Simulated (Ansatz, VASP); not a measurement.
## Tl: VASP beside Ansatz

```
CELL_PARAMETERS angstrom
3.52050 0.00000 0.00000
-1.76025 3.04884 0.00000
0.00000 0.00000 5.68396
ATOMIC_POSITIONS crystal
Tl 0.33333 0.66667 0.25000
Tl 0.66667 0.33333 0.75000
```

Change from the starting cell: volume scaled by 1.02, PAW files.

Alike in both runs: task electric field gradients; functional PBE; k mesh 11 × 11 × 6; occupations fermi-dirac, width 0.05 eV; no spin polarisation.

```csv
,VASP,Ansatz
version,VASP 6.6.1,Ansatz 0.2.0
potentials or method,"VASP PAW PBE potentials, release 64 (Tl_d)","PAW with Ansatz's default frozen-core files, scalar-relativistic"
plane-wave cutoff (eV),520,420
valence electrons in the cell,26,26
```

|  | VASP | Ansatz | Ansatz less VASP |
| --- | --- | --- | --- |
| pressure (GPa) | 0.7 | 0.8 | +0.06 |
| traceless stress, the component that is largest in VASP (GPa) | -0.37 | -0.36 | +0.009 |
| size of Vzz on the site where it differs most (V/Å²) | 9.9 | 10.4 | +0.52 |

With one functional, cell and mesh, what is left measures potentials, basis and numerics.

Spin-orbit coupling is off throughout.
